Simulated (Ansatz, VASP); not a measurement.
**Two plane-wave programs on Na2BrF**

Contents of INCAR:

```
PREC = Accurate ; ENCUT = 520
EDIFF = 1E-7 ; ISMEAR = 0
SIGMA = 0.01 ; LREAL = False
LASPH = True ; NELM = 60
ALGO = Normal ; ISIF = 2
LWAVE = False ; LCHARG = True
GGA = PE ; LELF = True
LVHAR = True ; NBANDS = 22
```

The input KPOINTS:

```
regular mesh
0
Gamma
  9 9 9
```

File POSCAR:

```
Na2BrF
1.0
    1.9077006240      1.1014114689      6.2854040513
   -1.9077006240      1.1014114689      6.2854040513
    0.0000000000     -2.2028229376      6.2854040513
Na Br F
2 1 1
Direct
    0.2662272359      0.2662272359      0.2662272359
    0.7337727641      0.7337727641      0.7337727641
    0.5000000000      0.5000000000      0.5000000000
    0.0000000000      0.0000000000      0.0000000000
```

Input for Ansatz:

```yaml
crystal:
  lattice:
    - [1.907700624, 1.1014114689, 6.2854040513]
    - [-1.907700624, 1.1014114689, 6.2854040513]
    - [0.0, -2.2028229376, 6.2854040513]
  atoms:
    - { symbol: Na, position: [0.2662272359, 0.2662272359, 0.2662272359] }
    - { symbol: Na, position: [0.7337727641, 0.7337727641, 0.7337727641] }
    - { symbol: Br, position: [0.5, 0.5, 0.5] }
    - { symbol: F, position: [0.0, 0.0, 0.0] }
basis:
  ecutwfc: 420
kpoints:
  mp_grid: { grid: [9, 9, 9] }
hamiltonian:
  xc: pbe
scf:
  occupations: { method: gaussian, width: 0.01 }
  n_extra_bands: 16
output:
  eigenvalues: true
  optics: { e_range: [0, 14], sigma: 0.1, nscf_kmesh: { grid: [12, 12, 12] } }
checkpoint:
  read: start.run
  write: ck
  compress: false
  write_wavefunctions: false
  write_every: 100000
```

Alike in both runs: task single point; functional PBE; k mesh 9 × 9 × 9; occupations gaussian, width 0.01 eV; no spin polarisation.

|  | VASP | Ansatz |
| --- | --- | --- |
| version | VASP 6.6.1 | Ansatz 0.2.0 |
| potentials or method | VASP PAW PBE potentials, release 64 (Na_pv, Br, F), cutoff 520 eV | scalar-relativistic, plane waves, PAW |
| valence electrons in the cell | 28 | 32 |

```csv
,VASP,Ansatz,Ansatz less VASP
gap on the k mesh at the Fermi level (eV),3.09,3.10,+0.005
least direct gap on the mesh (eV),3.09,3.10,+0.005
```

With one functional, cell and mesh, what is left measures potentials, basis and numerics. VASP's potentials hold 28 valence electrons a cell and Ansatz's 32, so a difference there can come from the potentials and not from the codes.
